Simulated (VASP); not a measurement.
# KScS2 (P4/mmm) in VASP: a series of runs

The runs below take KScS2 through single point, with PBE.

Program: VASP 6.6.1. These are calculated values, not measurements. Logs are shortened: lines on timing, memory, paths and dates and some standing lists are left out, and cuts for length are marked.

## Step 1: The cell of the first run

Symmetry: P4/mmm, No. 123, tetragonal system. The conventional cell has a = 3.969 Å, b = 3.969 Å, c = 5.370 Å, α = 90.00°, β = 90.00°, γ = 90.00°. Within 3.5 Å of K (site symmetry 4/mmm) lie 6 S at 2.69 to 2.81 Å. S (site symmetry 4/mmm) has 2 K at 2.69 Å and 4 Sc at 2.81 Å within 3.5 Å. Within 3.5 Å of S (site symmetry 4/mmm) lie 2 Sc at 2.69 Å and 4 K at 2.81 Å. Within 3.5 Å of Sc (site symmetry 4/mmm) lie 6 S at 2.69 to 2.81 Å.

## Step 2: Single point, PBE (21.14 Å³/atom)

File INCAR:

```
ALGO     = Normal         # electronic algorithm
EDIFF    = 1E-6           # SCF threshold, eV
ENCUT    = 520            # plane-wave cutoff, eV
GGA      = PE             # functional
ISIF     = 2              # what is computed and relaxed
ISMEAR   = -1             # smearing method
LASPH    = T              # aspherical terms in the spheres
LCHARG   = F              # write CHGCAR
LREAL    = F              # projectors in reciprocal space
LWAVE    = F              # write WAVECAR
NBANDS   = 24             # bands
NELM     = 100            # most SCF steps
PREC     = Accurate       # precision mode
SIGMA    = 0.02           # smearing width, eV
```

File KPOINTS:

```
k-points
0
Gamma
  6 6 4
```

File POSCAR:

```
KScS2
1.0
    3.9685987294      0.0000000000      0.0000000000
    0.0000000000      3.9685987294      0.0000000000
    0.0000000000      0.0000000000      5.3701930461
K S Sc
1 2 1
Direct
    0.0000000000      0.0000000000      0.0000000000
    0.0000000000      0.0000000000      0.5000000000
    0.5000000000      0.5000000000      0.0000000000
    0.5000000000      0.5000000000      0.5000000000
```

Potentials or basis: VASP PAW PBE potentials, release 64 (K_sv, S, Sc_sv).

On the command line:

```console
$ cat potpaw_PBE.64/K_sv/POTCAR potpaw_PBE.64/S/POTCAR potpaw_PBE.64/Sc_sv/POTCAR > POTCAR
$ mpirun -np 1 vasp_std > vasp.out
```

OUTCAR:

```text
EDIFF = 1E-6
   ENCUT = 520
   GGA = PE
   ISIF = 2
   ISMEAR = -1
   LASPH = T
   LREAL = F
   NELM = 100
   PREC = Accurate

 ion  position               nearest neighbor table
   1  0.000  0.000  0.000-   2 2.69   2 2.69   3 2.81   3 2.81   3 2.81   3 2.81
   2  0.000  0.000  0.500-   1 2.69   1 2.69   4 2.81   4 2.81   4 2.81   4 2.81
   3  0.500  0.500  0.000-   4 2.69   4 2.69   1 2.81   1 2.81   1 2.81   1 2.81
   4  0.500  0.500  0.500-   3 2.69   3 2.69   2 2.81   2 2.81   2 2.81   2 2.81

  LATTYP: Found a simple tetragonal cell.
 ALAT       =     3.9685987294
 C/A-ratio  =     1.3531710844

  Lattice vectors:

 A1 = (   3.9685987294,   0.0000000000,   0.0000000000)
 A2 = (   0.0000000000,   3.9685987294,   0.0000000000)
 A3 = (   0.0000000000,   0.0000000000,   5.3701930461)

Analysis of symmetry for initial positions (statically):
=====================================================================
 Subroutine PRICEL returns:
 Original cell was already a primitive cell.

 Routine SETGRP: Setting up the symmetry group for a
 simple tetragonal supercell.

 Subroutine GETGRP returns: Found 16 space group operations
 (whereof 16 operations were pure point group operations)
 out of a pool of 16 trial point group operations.

The static configuration has the point symmetry D_4h.

Analysis of symmetry for dynamics (positions and initial velocities):
=====================================================================
 Subroutine PRICEL returns:
 Original cell was already a primitive cell.

 Routine SETGRP: Setting up the symmetry group for a
 simple tetragonal supercell.

 Subroutine GETGRP returns: Found 16 space group operations
 (whereof 16 operations were pure point group operations)
 out of a pool of 16 trial point group operations.

The dynamic configuration has the point symmetry D_4h.

 Subroutine INISYM returns: Found 16 space group operations
 (whereof 16 operations are pure point group operations),
 and found     1 'primitive' translations

----------------------------------------------------------------------------------------

                                     Primitive cell

  volume of cell :      84.5793

  direct lattice vectors                    reciprocal lattice vectors
     3.968598729  0.000000000  0.000000000     0.251978108  0.000000000  0.000000000
     0.000000000  3.968598729  0.000000000     0.000000000  0.251978108  0.000000000
     0.000000000  0.000000000  5.370193046     0.000000000  0.000000000  0.186213045

  length of vectors
     3.968598729  3.968598729  5.370193046     0.251978108  0.251978108  0.186213045

  position of ions in fractional coordinates (direct lattice)
     0.000000000  0.000000000  0.000000000
     0.000000000  0.000000000  0.500000000
     0.500000000  0.500000000  0.000000000
     0.500000000  0.500000000  0.500000000

  ion indices of the primitive-cell ions
   primitive index   ion index
                 1           1
                 2           2
                 3           3
                 4           4

----------------------------------------------------------------------------------------

 KPOINTS: k-points

Automatic generation of k-mesh.
 Grid dimensions read from file:
 generate k-points for:    6    6    4

 Generating k-lattice:

  Cartesian coordinates                     Fractional coordinates (reciprocal lattice)
     0.041996351  0.000000000  0.000000000     0.166666667  0.000000000  0.000000000
     0.000000000  0.041996351  0.000000000     0.000000000  0.166666667  0.000000000
     0.000000000  0.000000000  0.046553261     0.000000000  0.000000000  0.250000000

  Length of vectors
     0.041996351  0.041996351  0.046553261

  Shift w.r.t. Gamma in fractional coordinates (k-lattice)
     0.000000000  0.000000000  0.000000000

 Subroutine IBZKPT returns following result:
 ===========================================

 Found     30 irreducible k-points:

 Following reciprocal coordinates:
            Coordinates               Weight
  0.000000  0.000000  0.000000      1.000000
[... 52 lines left out ...]
     24      10.0610      0.00000

 k-point     4 :       0.5000    0.0000    0.0000
  band No.  band energies     occupation
      1     -47.1820      2.00000
      2     -25.8268      2.00000
      3     -25.7924      2.00000
      4     -25.6206      2.00000
      5     -24.4566      2.00000
      6      -9.3787      2.00000
[... 16 lines left out ...]
     23       9.4390      0.00000
     24      10.9806      0.00000

 k-point     5 :       0.1667    0.1667    0.0000
  band No.  band energies     occupation
      1     -47.1827      2.00000
      2     -25.8032      2.00000
      3     -25.8019      2.00000
      4     -25.6218      2.00000
      5     -24.4684      2.00000
      6      -9.0760      2.00000
[... 16 lines left out ...]
     23       9.4278      0.00000
     24      10.2590      0.00000

 k-point     6 :       0.3333    0.1667    0.0000
  band No.  band energies     occupation
      1     -47.1820      2.00000
      2     -25.8176      2.00000
      3     -25.8003      2.00000
      4     -25.6206      2.00000
      5     -24.4577      2.00000
      6      -9.1383      2.00000
[... 16 lines left out ...]
     23       9.7187      0.00000
     24      10.1869      0.00000
[... 379 lines left out ...]
 k-point    21 :       0.0000    0.0000    0.5000
  band No.  band energies     occupation
      1     -47.1833      2.00000
      2     -25.7958      2.00000
      3     -25.7958      2.00000
      4     -25.6270      2.00000
      5     -24.4752      2.00000
      6      -9.9541      2.00000
[... 16 lines left out ...]
     23      10.0246      0.00000
     24      10.4272      0.00000

 k-point    22 :       0.1667    0.0000    0.5000
  band No.  band energies     occupation
      1     -47.1830      2.00000
      2     -25.8034      2.00000
      3     -25.7950      2.00000
      4     -25.6261      2.00000
      5     -24.4702      2.00000
      6      -9.8889      2.00000
[... 16 lines left out ...]
     23       9.6772      0.00000
     24      10.4030      0.00000

 k-point    23 :       0.3333    0.0000    0.5000
  band No.  band energies     occupation
      1     -47.1823      2.00000
      2     -25.8186      2.00000
      3     -25.7932      2.00000
      4     -25.6243      2.00000
      5     -24.4602      2.00000
      6      -9.7544      2.00000
[... 16 lines left out ...]
     23       8.9839      0.00000
     24      10.8670      0.00000

 k-point    24 :       0.5000    0.0000    0.5000
  band No.  band energies     occupation
      1     -47.1819      2.00000
      2     -25.8261      2.00000
      3     -25.7923      2.00000
      4     -25.6234      2.00000
      5     -24.4551      2.00000
      6      -9.6849      2.00000
[... 16 lines left out ...]
     23       8.6671      0.00000
     24      10.3502      0.00000

 [... further k-points ...]

------------------------ aborting loop because EDIFF is reached ----------------------------------------

  FORCE on cell =-STRESS in cart. coord.  units (eV):
  Direction    XX          YY          ZZ          XY          YZ          ZX
  --------------------------------------------------------------------------------------
  -------------------------------------------------------------------------------------
  Total        2.0068713      2.0068713      2.8449341      0.0000000      0.0000000      0.0000000
  in kB       38.0159475     38.0159475     53.8912829      0.0000000      0.0000000      0.0000000
  external PRESSURE =      43.3077260 kB  Pullay stress =       0.0000000 kB

 VOLUME and BASIS-vectors are now :
 -----------------------------------------------------------------------------
  energy-cutoff  :      520.00
  volume of cell :       84.58
      direct lattice vectors                 reciprocal lattice vectors
     3.968598729  0.000000000  0.000000000     0.251978108  0.000000000  0.000000000
     0.000000000  3.968598729  0.000000000     0.000000000  0.251978108  0.000000000
     0.000000000  0.000000000  5.370193046     0.000000000  0.000000000  0.186213045

 POSITION                                       TOTAL-FORCE (eV/Angst)
 -----------------------------------------------------------------------------------
      0.00000      0.00000      0.00000         0.000000      0.000000      0.000000
      0.00000      0.00000      2.68510         0.000000      0.000000      0.000000
      1.98430      1.98430      0.00000         0.000000      0.000000      0.000000
      1.98430      1.98430      2.68510         0.000000      0.000000      0.000000
 -----------------------------------------------------------------------------------
    total drift:                                0.000000      0.000000      0.000000

  FREE ENERGIE OF THE ION-ELECTRON SYSTEM (eV)
  ---------------------------------------------------
  free  energy   TOTEN  =       -20.3961253572 eV

  energy  without entropy=      -20.3952790290  energy(sigma->0) =      -20.39570219
```

Run time: 80 s. Hardware: 1 thread of Intel Xeon Platinum 8375C at 2.90GHz (Ice Lake), shared host; peak memory 0.21 GiB.

Results:

```yaml
Free_energy: -20.3961 eV
Pressure: 4.3 GPa
Band_gap_on_the_k_mesh: zero (filled and empty bands touch)
```

Caveat: the cell stands under pressure; semilocal functionals underestimate gaps, and a narrow one can read as zero.

## Step 3: Single point, PBE (21.82 Å³/atom)

This run uses another cell than the first one, of 21.82 Å³/atom.

File INCAR:

```
PREC = Accurate ; ENCUT = 520
EDIFF = 1E-6 ; ISMEAR = -1
SIGMA = 0.02 ; LREAL = F
LASPH = T ; NELM = 100
ALGO = Normal ; ISIF = 2
LWAVE = F ; LCHARG = F
GGA = PE ; NBANDS = 24
```

File KPOINTS:

```
regular mesh
0
Gamma
  6 6 4
```

File POSCAR:

```
KScS2
1.0
    4.0103765230      0.0000000000      0.0000000000
    0.0000000000      4.0103765230      0.0000000000
    0.0000000000      0.0000000000      5.4267255483
K S Sc
1 2 1
Direct
    0.0000000000      0.0000000000      0.0000000000
    0.0000000000      0.0000000000      0.5000000000
    0.5000000000      0.5000000000      0.0000000000
    0.5000000000      0.5000000000      0.5000000000
```

Potentials or basis: VASP PAW PBE potentials, release 64 (K_sv, S, Sc_sv).

On the command line:

```console
$ cat potpaw_PBE.64/K_sv/POTCAR potpaw_PBE.64/S/POTCAR potpaw_PBE.64/Sc_sv/POTCAR > POTCAR
$ mpirun -np 1 vasp_std > vasp.out
```

It took 81 s on 1 thread of Intel Xeon Platinum 8375C at 2.90GHz (Ice Lake), shared host; peak memory 0.22 GiB.

Results (log left out):

```yaml
Free_energy: -20.4507 eV
Pressure: 2.1 GPa
Band_gap_on_the_k_mesh: 0.03 eV
```

Stress tensor (GPa, compression positive):
```
1.84 0.00 0.00
0.00 1.84 0.00
0.00 0.00 2.61
```

Levels at points of the mesh, in eV from the valence-band top:
```
           k point  band 14  band 15  band 16  band 17  band 18  band 19
(0.00, 0.00, 0.00)    -0.36     0.00     0.00     0.03     1.09     1.36
(0.50, 0.00, 0.00)    -1.93    -1.46    -0.84     1.55     1.78     1.95
(0.50, 0.50, 0.00)    -0.75    -0.54    -0.54     0.57     0.57     1.79
(0.00, 0.00, 0.50)    -1.94    -0.52    -0.52     0.10     1.11     2.01
(0.50, 0.00, 0.50)    -2.48    -1.16    -1.10     1.81     2.23     2.32
(0.50, 0.50, 0.50)    -1.87    -1.31    -1.31     1.95     1.95     1.98
```

Caveat: semilocal functionals underestimate gaps, and a narrow one can read as zero. A k mesh can miss the band edges.

## Step 4: Single point, PBE

This run uses another cell than the first one, of 22.49 Å³/atom.

File INCAR:

```
  ALGO = Normal
  EDIFF = 1E-6
  ENCUT = 520
  GGA = PE
  ISIF = 2
  ISMEAR = -1
  LASPH = T
  LCHARG = F
  LREAL = F
  LWAVE = F
  NBANDS = 24
  NELM = 60
  PREC = Accurate
  SIGMA = 0.02
```

File KPOINTS:

```
k-points
0
Gamma
  6 6 4
```

File POSCAR:

```
KScS2
1.0
    4.0513015590      0.0000000000      0.0000000000
    0.0000000000      4.0513015590      0.0000000000
    0.0000000000      0.0000000000      5.4821041237
K S Sc
1 2 1
Direct
    0.0000000000      0.0000000000      0.0000000000
    0.0000000000      0.0000000000      0.5000000000
    0.5000000000      0.5000000000      0.0000000000
    0.5000000000      0.5000000000      0.5000000000
```

On the command line:

```console
$ cat potpaw_PBE.64/K_sv/POTCAR potpaw_PBE.64/S/POTCAR potpaw_PBE.64/Sc_sv/POTCAR > POTCAR
$ mpirun -np 1 vasp_std > vasp.out
```

Run time: 85 s. Hardware: 1 thread of Intel Xeon Platinum 8375C at 2.90GHz (Ice Lake), shared host; peak memory 0.22 GiB.

The run converged. Its results:

```yaml
Free_energy: -20.4705 eV
Pressure: 0.2 GPa
Band_gap_on_the_k_mesh: 0.06 eV
```

Stress tensor (GPa, compression positive):
```
0.15 0.00 0.00
0.00 0.15 0.00
0.00 0.00 0.27
```

Levels at points of the mesh, in eV from the valence-band top:
```csv
k point,band 14,band 15,band 16,band 17,band 18,band 19
"(0.00, 0.00, 0.00)",-0.37,0.00,0.00,0.06,1.05,1.32
"(0.50, 0.00, 0.00)",-1.85,-1.45,-0.78,1.49,1.69,1.87
"(0.50, 0.50, 0.00)",-0.77,-0.54,-0.54,0.59,0.59,1.71
"(0.00, 0.00, 0.50)",-1.90,-0.51,-0.51,0.12,1.06,1.89
"(0.50, 0.00, 0.50)",-2.40,-1.10,-1.03,1.72,2.14,2.21
"(0.50, 0.50, 0.50)",-1.81,-1.28,-1.28,1.86,1.87,1.87
```

Caveat: semilocal functionals underestimate gaps, and a narrow one can read as zero. A k mesh can miss the band edges.

## Step 5: Single point, PBE (23.17 Å³/atom)

This run uses another cell than the first one, of 23.17 Å³/atom.

File INCAR:

```
PREC = Accurate
ENCUT = 520
EDIFF = 1E-7
ISMEAR = -1
SIGMA = 0.02
LREAL = F
LASPH = T
NELM = 60
ALGO = Normal
ISIF = 2
LWAVE = F
LCHARG = F
GGA = PE
NBANDS = 24
```

File KPOINTS:

```
regular mesh
0
Gamma
  6 6 4
```

File POSCAR:

```
KScS2
1.0
    4.0914160644      0.0000000000      0.0000000000
    0.0000000000      4.0914160644      0.0000000000
    0.0000000000      0.0000000000      5.5363859125
K S Sc
1 2 1
Direct
    0.0000000000      0.0000000000      0.0000000000
    0.0000000000      0.0000000000      0.5000000000
    0.5000000000      0.5000000000      0.0000000000
    0.5000000000      0.5000000000      0.5000000000
```

On the command line:

```console
$ cat potpaw_PBE.64/K_sv/POTCAR potpaw_PBE.64/S/POTCAR potpaw_PBE.64/Sc_sv/POTCAR > POTCAR
$ mpirun -np 1 vasp_std > vasp.out
```

Run time: 1.7 min. Hardware: 1 thread of Intel Xeon Platinum 8375C at 2.90GHz (Ice Lake), shared host; peak memory 0.22 GiB.

Results (log left out):

| Item | Value |
| --- | --- |
| Free energy | -20.4606 eV |
| Pressure | -1.4 GPa |
| Band gap on the k mesh | 0.08 eV |

Stress tensor (GPa, compression positive):
```
-1.29  0.00  0.00
 0.00 -1.29  0.00
 0.00  0.00 -1.72
```

Levels at points of the mesh, in eV from the valence-band top:
```
           k point  band 14  band 15  band 16  band 17  band 18  band 19
(0.00, 0.00, 0.00)    -0.38     0.00     0.00     0.08     1.00     1.28
(0.50, 0.00, 0.00)    -1.77    -1.43    -0.73     1.43     1.61     1.79
(0.50, 0.50, 0.00)    -0.79    -0.53    -0.53     0.61     0.61     1.64
(0.00, 0.00, 0.50)    -1.86    -0.49    -0.49     0.14     1.01     1.78
(0.50, 0.00, 0.50)    -2.33    -1.04    -0.97     1.64     2.04     2.11
(0.50, 0.50, 0.50)    -1.75    -1.25    -1.25     1.75     1.80     1.80
```

Caveat: semilocal functionals underestimate gaps, and a narrow one can read as zero. A k mesh can miss the band edges.

## Step 6: Single point, PBE (23.84 Å³/atom)

This run uses another cell than the first one, of 23.84 Å³/atom.

File INCAR:

```
SYSTEM = KScS2
PREC = Accurate ; ENCUT = 520
EDIFF = 1E-7 ; ISMEAR = -1
SIGMA = 0.02 ; LREAL = .FALSE.
LASPH = .TRUE. ; NELM = 80
ALGO = Normal ; ISIF = 2
LWAVE = .FALSE. ; LCHARG = .TRUE.
GGA = PE ; LELF = .TRUE.
LVHAR = .TRUE. ; NBANDS = 24
```

File KPOINTS:

```
Automatic mesh
0
G
  6 6 4
  0 0 0
```

File POSCAR:

```
KScS2
1.0
    4.1307590170      0.0000000000      0.0000000000
    0.0000000000      4.1307590170      0.0000000000
    0.0000000000      0.0000000000      5.5896236583
K S Sc
1 2 1
Direct
    0.0000000000      0.0000000000      0.0000000000
    0.0000000000      0.0000000000      0.5000000000
    0.5000000000      0.5000000000      0.0000000000
    0.5000000000      0.5000000000      0.5000000000
```

Potentials or basis: VASP PAW PBE potentials, release 64 (K_sv, S, Sc_sv).

On the command line:

```console
$ cat potpaw_PBE.64/K_sv/POTCAR potpaw_PBE.64/S/POTCAR potpaw_PBE.64/Sc_sv/POTCAR > POTCAR
$ mpirun -np 1 vasp_std > vasp.out
```

Run time: 65 s. Hardware: 1 thread of Intel Xeon Platinum 8375C at 2.90GHz (Ice Lake), shared host; peak memory 0.23 GiB.

Results (log left out):

```yaml
Free_energy: -20.4252 eV
Pressure: -2.8 GPa
Band_gap_on_the_k_mesh: 0.11 eV
```

Stress tensor (GPa, compression positive):
```
-2.53  0.00  0.00
 0.00 -2.53  0.00
 0.00  0.00 -3.41
```

Levels at points of the mesh, in eV from the valence-band top:
```tsv
k point	band 12	band 13	band 14	band 15	band 16	band 17	band 18	band 19	band 20	band 21
(0.00, 0.00, 0.00)	-1.79	-1.79	-0.39	0.00	0.00	0.11	0.96	1.24	1.24	1.46
(0.50, 0.00, 0.00)	-2.51	-1.82	-1.69	-1.41	-0.68	1.38	1.53	1.72	1.91	3.10
(0.50, 0.50, 0.00)	-3.10	-1.46	-0.79	-0.53	-0.53	0.62	0.62	1.57	1.64	1.75
(0.00, 0.00, 0.50)	-2.10	-1.81	-1.81	-0.47	-0.47	0.16	0.97	1.68	1.99	1.99
(0.50, 0.00, 0.50)	-2.77	-2.56	-2.26	-0.98	-0.91	1.56	1.96	2.02	3.08	3.73
(0.50, 0.50, 0.50)	-3.10	-2.55	-1.69	-1.21	-1.21	1.65	1.73	1.73	1.75	1.96
```

Caveat: semilocal functionals underestimate gaps, and a narrow one can read as zero. A k mesh can miss the band edges.

## Step 7: Overview

```tsv
cell	gap on the mesh (eV)	pressure (GPa)
a = 3.969, b = 3.969, c = 5.370 Å, 4 atoms	none	4.3
a = 4.010, b = 4.010, c = 5.427 Å, 4 atoms	0.03	2.1
a = 4.051, b = 4.051, c = 5.482 Å, 4 atoms	0.06	0.2
a = 4.091, b = 4.091, c = 5.536 Å, 4 atoms	0.08	-1.4
a = 4.131, b = 4.131, c = 5.590 Å, 4 atoms	0.11	-2.8
```

Alike in all rows: task single point; level PBE; potentials or basis VASP PAW PBE potentials, release 64 (K_sv, S, Sc_sv); no spin polarisation; k mesh 6 × 6 × 4; cutoff (eV) 520; smearing fermi-dirac 0.02 eV.

Caveats: semilocal functionals underestimate gaps, and a narrow one can read as zero; the cell stands under pressure (at least some runs).

Total energies depend on the potentials used, so only differences within one code and one set of settings carry meaning.
